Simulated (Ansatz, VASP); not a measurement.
## Y: VASP beside Ansatz

```
CELL_PARAMETERS angstrom
0.00000 2.62333 2.22983
2.62333 0.00000 2.22983
2.62333 2.62333 0.00000
ATOMIC_POSITIONS crystal
Y 0.00000 0.00000 0.00000
```

Alike in both runs: task single point; functional PBEsol; k mesh 18 × 18 × 18; occupations gaussian, width 0.15 eV; no spin polarisation.

|  | VASP | Ansatz |
| --- | --- | --- |
| version | VASP 6.6.1 | Ansatz 0.2.0 |
| potentials or method | VASP PAW PBE potentials, release 64 (Y_sv), cutoff 520 eV | scalar-relativistic, plane waves, PAW |
| valence electrons in the cell | 11 | 11 |

|  | VASP | Ansatz | Ansatz less VASP |
| --- | --- | --- | --- |
| gap on the k mesh at the Fermi level (eV) | none | none | - |
| pressure (GPa) | 0.1 | 0.3 | +0.15 |
| traceless stress, the component that is largest in VASP (GPa) | 2.34 | 2.32 | -0.022 |

VASP's potentials were made for PBE, not for PBEsol. A gap of «none» marks a metal or a gap that the smearing closes.
